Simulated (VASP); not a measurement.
# Si (Immm) in VASP: notebook

Si is run at these levels: r2SCAN; tasks: single point.

All numbers are computed with VASP 6.6.1; they aren't measurements. Logs are shortened: lines on timing, memory, paths and dates and some standing lists are left out, and cuts for length are marked.

## Step 1: The cell of the first run

The structure is orthorhombic, space group Immm (No. 71). Conventional cell: a = 3.844 Å, b = 6.522 Å, c = 6.788 Å, α = 90.00°, β = 90.00°, γ = 90.00°. Within 3.1 Å of Si (site symmetry m) lie 4 Si at 2.33 to 2.43 Å.

## Step 2: Single point, r2SCAN (strain -0.0200 x Voigt [1, -1, 0, 0, 0, 0])

File POSCAR:

```
Si
1.0
   -3.2607830612      3.3938762474      1.9218805230
    3.2607830612     -3.3938762474      1.9218805230
    3.2607830612      3.3938762474     -1.9218805230
Si
4
Direct
    0.1787531995      0.1787531995      0.3575063991
    0.8212468005      0.8212468005      0.6424936010
    0.1787531995      0.8212468005      0.0000000000
    0.8212468005      0.1787531995      0.0000000000
```

File INCAR.step1:

```
ALGO = Normal ; EDIFF = 1E-4
ENCUT = 520 ; GGA = PE
ISMEAR = 0 ; LASPH = T
LCHARG = F ; LREAL = F
LWAVE = T ; NBANDS = 16
NELM = 80 ; PREC = Accurate
SIGMA = 0.05
```

File INCAR.step2:

```
ALGO = Normal ; EDIFF = 1E-6
ENCUT = 520 ; ISIF = 2
ISMEAR = 0 ; ISTART = 1
LASPH = T ; LCHARG = T
LELF = T ; LMIXTAU = T
LREAL = F ; LVHAR = T
LWAVE = F ; METAGGA = R2SCAN
NBANDS = 16 ; NELM = 80
PREC = Accurate ; SIGMA = 0.05
```

File KPOINTS:

```
k-points
0
Gamma
  10 10 10
```

Potentials or basis: VASP PAW PBE potentials, release 64 (Si).

On the command line:

```
$ cat potpaw_PBE.64/Si/POTCAR > POTCAR
$ cp INCAR.step1 INCAR
$ mpirun -np 1 vasp_std > vasp.out
$ cp INCAR.step2 INCAR
$ mpirun -np 1 vasp_std > vasp.out
```

OUTCAR:

```text
EDIFF = 1E-6
   ENCUT = 520
   ISIF = 2
   ISMEAR = 0
   ISTART = 1
   LASPH = T
   LREAL = F
   METAGGA = R2SCAN
   NELM = 80
   PREC = Accurate

 ion  position               nearest neighbor table
   1  0.179  0.179  0.358-   3 2.33   2 2.34   2 2.34   4 2.43
   2  0.821  0.821  0.642-   4 2.33   1 2.34   1 2.34   3 2.43
   3  0.179  0.821  0.000-   1 2.33   4 2.34   4 2.34   2 2.43
   4  0.821  0.179  0.000-   2 2.33   3 2.34   3 2.34   1 2.43

  LATTYP: Found a body centered orthorhombic cell.
 ALAT       =     3.8437610460
 B/A-ratio  =     1.6966627333
 C/A-ratio  =     1.7659142734

  Lattice vectors:

 A1 = (   3.2607830612,  -3.3938762474,   1.9218805230)
 A2 = (  -3.2607830612,  -3.3938762474,  -1.9218805230)
 A3 = (   3.2607830612,   3.3938762474,  -1.9218805230)

Analysis of symmetry for initial positions (statically):
=====================================================================
 Subroutine PRICEL returns:
 Original cell was already a primitive cell.

 Routine SETGRP: Setting up the symmetry group for a
 body centered orthorhombic supercell.

 Subroutine GETGRP returns: Found  8 space group operations
 (whereof  8 operations were pure point group operations)
 out of a pool of  8 trial point group operations.

The static configuration has the point symmetry D_2h.

Analysis of symmetry for dynamics (positions and initial velocities):
=====================================================================
 Subroutine PRICEL returns:
 Original cell was already a primitive cell.

 Routine SETGRP: Setting up the symmetry group for a
 body centered orthorhombic supercell.

 Subroutine GETGRP returns: Found  8 space group operations
 (whereof  8 operations were pure point group operations)
 out of a pool of  8 trial point group operations.

The dynamic configuration has the point symmetry D_2h.

 Subroutine INISYM returns: Found  8 space group operations
 (whereof  8 operations are pure point group operations),
 and found     1 'primitive' translations

----------------------------------------------------------------------------------------

                                     Primitive cell

  volume of cell :      85.0755

  direct lattice vectors                    reciprocal lattice vectors
    -3.260783061  3.393876247  1.921880523     0.000000000  0.147324170  0.260161854
     3.260783061 -3.393876247  1.921880523     0.153337401  0.000000000  0.260161854
     3.260783061  3.393876247 -1.921880523     0.153337401  0.147324170  0.000000000

  length of vectors
     5.083770933  5.083770933  5.083770933     0.298979266  0.301987663  0.212642351

  position of ions in fractional coordinates (direct lattice)
     0.178753200  0.178753200  0.357506399
     0.821246800  0.821246800  0.642493601
     0.178753200  0.821246800  0.000000000
     0.821246800  0.178753200  0.000000000

  ion indices of the primitive-cell ions
   primitive index   ion index
                 1           1
                 2           2
                 3           3
                 4           4

----------------------------------------------------------------------------------------

 KPOINTS: k-points

Automatic generation of k-mesh.
 Grid dimensions read from file:
 generate k-points for:   10   10   10

 Generating k-lattice:

  Cartesian coordinates                     Fractional coordinates (reciprocal lattice)
     0.000000000  0.014732417  0.026016185     0.100000000  0.000000000  0.000000000
     0.015333740  0.000000000  0.026016185     0.000000000  0.100000000  0.000000000
     0.015333740  0.014732417  0.000000000     0.000000000  0.000000000  0.100000000

  Length of vectors
     0.029897927  0.030198766  0.021264235

  Shift w.r.t. Gamma in fractional coordinates (k-lattice)
     0.000000000  0.000000000  0.000000000

 Subroutine IBZKPT returns following result:
 ===========================================

 Found    171 irreducible k-points:

 Following reciprocal coordinates:
            Coordinates               Weight
  0.000000  0.000000  0.000000      1.000000
  0.100000  0.000000 -0.000000      4.000000
  0.200000  0.000000 -0.000000      4.000000
  0.300000  0.000000 -0.000000      4.000000
  0.400000 -0.000000  0.000000      4.000000
  0.500000  0.000000  0.000000      2.000000
[... 16 lines left out ...]
 -0.400000  0.200000 -0.000000      8.000000
 -0.300000  0.200000  0.000000      8.000000
 [... further k-points ...]
   k-points           NKPTS =    171   k-points in BZ     NKDIM =    171   number of bands    NBANDS=     16
   number of dos      NEDOS =    301   number of ions     NIONS =      4
   total plane-waves  NPLWV =  64000
   dimension x,y,z NGX =    40 NGY =   40 NGZ =   40
   dimension x,y,z NGXF=    80 NGYF=   80 NGZF=   80
   ions per type =               4
   NGX,Y,Z   is equivalent  to a cutoff of  13.08, 13.08, 13.08 a.u.
   NGXF,Y,Z  is equivalent  to a cutoff of  26.16, 26.16, 26.16 a.u.
 SYSTEM =  unknown system
   PREC   = accura    normal or accurate (medium, high low for compatibility)
   ISTART =      1    job   : 0-new  1-cont  2-samecut
   ICHARG =      0    charge: 1-file 2-atom 10-const
   ISPIN  =      1    spin polarized calculation?
   LNONCOLLINEAR =      F non collinear calculations
   LSORBIT =      F    spin-orbit coupling
   LASPH  =      T    aspherical Exc in radial PAW
   ENCUT  =  520.0 eV  38.22 Ry    6.18 a.u.   9.45  9.45  9.45*2*pi/ulx,y,z
   NELM   =     80;   NELMIN=  2; NELMDL=  0     # of ELM steps
   EDIFF  = 0.1E-05   stopping-criterion for ELM
   LREAL  =      F    real-space projection
[... 7 lines left out ...]
   TEBEG  =    0.0;   TEEND  =   0.0 temperature during run
   PSTRESS=    0.0 pullay stress
   NELECT =      16.0000    total number of electrons
   NUPDOWN=      -1.0000    fix difference up-down
   EMIN   =  10.00;   EMAX   =-10.00  energy-range for DOS
   EFERMI =   0.00;   METHOD = LEGACY
   ISMEAR =     0;   SIGMA  =   0.05  broadening in eV -4-tet -1-fermi 0-gaus
   EFERMI_NEDOS =   21; number of points for ismear=-14 and -15
   IALGO  =     38    algorithm
   IMIX   =      4    mixing-type and parameters
     AMIX     =   0.40;   BMIX     =  1.00
     AMIX_MAG =   1.60;   BMIX_MAG =  1.00
  volume/ion in A,a.u.               =      21.27       143.53
  Fermi-wavevector in a.u.,A,eV,Ry     =   0.937951  1.772470 11.969749  0.879752
  Thomas-Fermi vector in A             =   2.065114
   LORBIT       =      0    0 simple, 1 ext, 2 COOP (PROOUT), +10 PAW based schemes
   METAGGA = R2SCAN    functional components
   LHFCALC =     F    Hartree Fock is set to
   AEXX    =    0.0000 exact exchange contribution
   IVDW    =     0    specifies the selected vdW correction
   LEPSILON=     F    determine dielectric tensor
   LRPA    =     F    only Hartree local field effects (RPA)
 non-spin polarized calculation
 Gauss-broadening in eV      SIGMA  =   0.05
  energy-cutoff  :      520.00
  volume of cell :       85.08
 maximum number of plane-waves:      2318
 NGX is ok and might be reduce to    40
   NGX = 19   NGY = 19   NGZ = 19

 number of electron      16.0000000 magnetization

 Free energy of the ion-electron system (eV)
  ---------------------------------------------------
  ext. energy  EPLUGINS =         0.00000000
  ---------------------------------------------------
  free energy    TOTEN  =       -34.58850913 eV

  energy without entropy =      -34.58850913  energy(sigma->0) =      -34.58850913

 E-fermi :   5.6550     XC(G=0):  -9.5316

 val. band max:        5.4705195473   @ k =   0.5000   0.5000   0.5000
 cond. band min:       5.8473209954   @ k =  -0.2000  -0.1000   0.1000
 fundamental gap:      0.3768014480
 Fermi energy:         5.6549832636

 k-point     1 :       0.0000    0.0000    0.0000
  band No.  band energies     occupation
      1      -7.2683      2.00000
      2      -2.7967      2.00000
      3      -0.6741      2.00000
      4      -0.2068      2.00000
      5       1.4188      2.00000
      6       3.6460      2.00000
[... 8 lines left out ...]
     15      11.1480      0.00000
     16      12.8612      0.00000

 k-point     2 :       0.1000    0.0000   -0.0000
  band No.  band energies     occupation
      1      -7.1533      2.00000
      2      -2.8034      2.00000
      3      -0.8047      2.00000
      4      -0.0542      2.00000
      5       1.4923      2.00000
      6       3.0280      2.00000
[... 8 lines left out ...]
     15      10.6794      0.00000
     16      13.4501      0.00000

 k-point     3 :       0.2000    0.0000   -0.0000
  band No.  band energies     occupation
      1      -6.8144      2.00000
      2      -2.7776      2.00000
      3      -1.2048      2.00000
      4       0.1929      2.00000
      5       1.5991      2.00000
      6       1.9677      2.00000
[... 8 lines left out ...]
     15      10.7448      0.00000
     16      12.6944      0.00000

 k-point     4 :       0.3000    0.0000   -0.0000
  band No.  band energies     occupation
      1      -6.2752      2.00000
      2      -2.6507      2.00000
      3      -1.9220      2.00000
      4      -0.0370      2.00000
      5       1.1536      2.00000
      6       1.6790      2.00000
[... 8 lines left out ...]
     15      12.0273      0.00000
     16      12.7344      0.00000
[... 324 lines left out ...]
 k-point    22 :       0.5000    0.2000    0.0000
  band No.  band energies     occupation
      1      -5.7984      2.00000
      2      -3.7558      2.00000
      3      -2.0809      2.00000
      4       0.1721      2.00000
      5       0.9509      2.00000
      6       2.2847      2.00000
[... 8 lines left out ...]
     15      12.3697      0.00000
     16      12.6606      0.00000

 k-point    23 :      -0.4000    0.2000   -0.0000
  band No.  band energies     occupation
      1      -6.3914      2.00000
      2      -3.8943      2.00000
      3      -1.3744      2.00000
      4       0.5832      2.00000
      5       1.6664      2.00000
      6       2.3948      2.00000
[... 8 lines left out ...]
     15      11.9138      0.00000
     16      12.0727      0.00000

 k-point    24 :      -0.3000    0.2000    0.0000
  band No.  band energies     occupation
      1      -6.8203      2.00000
      2      -3.8501      2.00000
      3      -0.8449      2.00000
      4       0.3097      2.00000
      5       2.5767      2.00000
      6       2.7725      2.00000
[... 8 lines left out ...]
     15      11.7035      0.00000
     16      12.4159      0.00000

 [... further k-points ...]

------------------------ aborting loop because EDIFF is reached ----------------------------------------

  FORCE on cell =-STRESS in cart. coord.  units (eV):
  Direction    XX          YY          ZZ          XY          YZ          ZX
  --------------------------------------------------------------------------------------
  -------------------------------------------------------------------------------------
  Total        2.1413429     -2.0269653     -0.1272933      0.0000000      0.0000000      0.0000000
  in kB       40.3266840    -38.1726755     -2.3972414      0.0000000      0.0000000      0.0000000
  external PRESSURE =      -0.0810776 kB  Pullay stress =       0.0000000 kB

 VOLUME and BASIS-vectors are now :
 -----------------------------------------------------------------------------
  energy-cutoff  :      520.00
  volume of cell :       85.08
      direct lattice vectors                 reciprocal lattice vectors
    -3.260783061  3.393876247  1.921880523     0.000000000  0.147324170  0.260161854
     3.260783061 -3.393876247  1.921880523     0.153337401  0.000000000  0.260161854
     3.260783061  3.393876247 -1.921880523     0.153337401  0.147324170  0.000000000

 POSITION                                       TOTAL-FORCE (eV/Angst)
 -----------------------------------------------------------------------------------
      1.16575      1.21333     -0.00000         0.353751     -0.275455      0.000000
      2.09503      2.18054      1.92188        -0.353751      0.275455     -0.000000
      2.09503     -2.18054      1.92188        -0.353751     -0.275455      0.000000
     -2.09503      2.18054      1.92188         0.353751      0.275455     -0.000000
 -----------------------------------------------------------------------------------
    total drift:                               -0.000000     -0.000000      0.000000

  FREE ENERGIE OF THE ION-ELECTRON SYSTEM (eV)
  ---------------------------------------------------
  free  energy   TOTEN  =       -34.5885091261 eV

  energy  without entropy=      -34.5885091260  energy(sigma->0) =      -34.58850913
```

Run time: 9.4 min. Hardware: 1 thread of Intel Xeon Platinum 8488C (Sapphire Rapids), shared host; peak memory 0.35 GiB.

What came out:

```yaml
Free_energy: -34.5885 eV
Pressure: 0.0 GPa
Largest_force: 0.448 eV/Å
Band_gap_on_the_k_mesh: 0.38 eV (least direct gap 0.49 eV)
```

Forces on the atoms (eV/Å):
```
Si   0.354 -0.275  0.000
Si  -0.354  0.275  0.000
Si  -0.354 -0.275  0.000
Si   0.354  0.275  0.000
```

Caveat: the cell differs from its parent crystal (strain -0.0200 x Voigt [1, -1, 0, 0, 0, 0]); the stress differs along the axes, from -4 to 4 GPa; semilocal functionals underestimate gaps, and a narrow one can read as zero; the PAW data sets were made with another functional, which shifts forces and pressure a little.

(Continued in part 2 of 2.)
